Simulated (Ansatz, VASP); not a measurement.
# One calculation of BAs, two programs

File INCAR:

```
SYSTEM = BAs
PREC = Accurate
ENCUT = 600
EDIFF = 1E-6
ISMEAR = 0
SIGMA = 0.01
LREAL = .FALSE.
LASPH = .TRUE.
NELM = 80
ALGO = Normal
ISIF = 3
LWAVE = .FALSE.
LCHARG = .FALSE.
GGA = PE
IVDW = 13
IBRION = 2
NSW = 100
EDIFFG = -0.02
```

Contents of KPOINTS:

```
Automatic mesh
0
G
  6 6 6
  0 0 0
```

The input POSCAR:

```
BAs
1.0
    0.0000000000      2.3885000000      2.3885000000
    2.3885000000      0.0000000000      2.3885000000
    2.3885000000      2.3885000000      0.0000000000
B As
1 1
Direct
    0.0000000000      0.0000000000      0.0000000000
    0.2500000000      0.2500000000      0.2500000000
```

Input for Ansatz:

```yaml
crystal:
  lattice:
    - [0.0, 2.3885, 2.3885]
    - [2.3885, 0.0, 2.3885]
    - [2.3885, 2.3885, 0.0]
  atoms:
    - { symbol: B, position: [0.0, 0.0, 0.0] }
    - { symbol: As, position: [0.25, 0.25, 0.25] }
kpoints:
  mp_grid:
    grid: [6, 6, 6]
hamiltonian:
  xc: pbe
  dispersion: d4
scf:
  occupations:
    method: fixed
relax:
  f_tol: 0.02
  max_steps: 100
  cell: {}
```

Alike in both runs: task relaxation of cell and atoms; functional PBE; dispersion D4; k mesh 6 × 6 × 6; no spin polarisation.

|  | VASP | Ansatz |
| --- | --- | --- |
| version | VASP 6.6.1 | Ansatz 0.2.0 |
| potentials or method | VASP PAW PBE potentials, release 64 (B, As) | plane waves, PAW |
| plane-wave cutoff (eV) | 600 | 420 |
| occupations | gaussian, width 0.01 eV | fixed |
| valence electrons in the cell | 8 | 18 |

Ansatz gave:

* relaxed volume (Å³/atom): 13.47
* relaxed cell length with the largest relative difference (Å): 3.365

**Question.** Estimate VASP's values.

**Answer.** Relaxed volume (Å³/atom): 13.53; relaxed cell length with the largest relative difference (Å): 3.370.

VASP's potentials hold 8 valence electrons a cell and Ansatz's 18, so a difference there can come from the potentials and not from the codes.
